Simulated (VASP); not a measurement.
# Te: single point with PBE

The system is Te.

```xyz
1
Lattice="-1.4461 1.4461 1.4461 1.4461 -1.4461 1.4461 1.4461 1.4461 -1.4461" Properties=species:S:1:pos:R:3 pbc="T T T"
Te    0.0000    0.0000    0.0000
```

This isn't the form of Te at room conditions, which is trigonal, of chains.

```json
{"Program": "VASP 6.6.1", "Task": "single point", "Functional": "PBE", "Potentials or basis": "VASP PAW PBE potentials, release 64 (Te)", "Cutoff": "520 eV", "k mesh": "18 × 18 × 18", "Occupations": "fermi-dirac, width 0.08 eV", "Spin": "no spin polarisation"}
```

The pressure is 346.1 GPa. The band gap on the k mesh is zero (bands 3 and 4 overlap by 17.56 eV).

Levels at points of the mesh, in eV from the Fermi level:
```
           k point  band 1  band 2  band 3  band 4  band 5  band 6  band 7  band 8
(0.00, 0.00, 0.00)  -25.14    9.26    9.26    9.26   11.09   11.09   11.09   12.75
(0.50, 0.00, 0.00)  -15.06  -14.88    0.72    2.27    6.07    8.09   16.32   19.37
(0.50, 0.50, 0.50)   -7.50   -7.50   -7.50   -3.87   -1.37   -1.37   18.17   24.73
```

Wall time 14 s on 1 thread of AMD EPYC 9R45 (Zen 5) (shared host), peak memory 0.11 GiB.

Caveat: the cell stands under pressure; spin-orbit coupling is left out, which moves the levels of the heavy elements.
